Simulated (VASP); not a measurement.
Here is a VASP 6.6.1 calculation.

File INCAR:

```
SYSTEM = CdSe
  PREC = Accurate
  ENCUT = 400
  EDIFF = 1E-8
  ISMEAR = -1
  SIGMA = 0.03
  LREAL = .FALSE.
  LASPH = .TRUE.
  NELM = 120
  ALGO = Normal
  ISIF = 2
  LWAVE = .FALSE.
  LCHARG = .FALSE.
  GGA = PE
  LEFG = .TRUE.
  NBANDS = 16
  GGA_COMPAT = .FALSE.
```

KPOINTS

```
regular mesh
0
G
  8 8 8
  0 0 0
```

Contents of POSCAR:

```
CdSe
1.0
    0.0000000000      3.0088657746      3.0702711986
    3.0088657746      0.0000000000      3.0702711986
    3.0088657746      3.0088657746      0.0000000000
Cd Se
1 1
Direct
    0.0000000000      0.0000000000      0.0000000000
    0.2500000000      0.2500000000      0.2500000000
```

Potentials or basis: VASP PAW PBE potentials, release 64 (Cd, Se).

Command:

```console
$ cat potpaw_PBE.64/Cd/POTCAR potpaw_PBE.64/Se/POTCAR > POTCAR
$ mpirun -np 1 vasp_std > vasp.out
```

(1) What does it give for the pressure?

(2) Predict the band gap on the k mesh.

## Answers

(1) 3.5 GPa.

(2) 0.61 eV.

Caveat: the cell differs from its parent crystal (equal xx and yy strain of -2 %); the cell stands under pressure; without QUAD_EFG the Cq values of the log hold for a quadrupole moment of 1 mb, not for the nuclei.
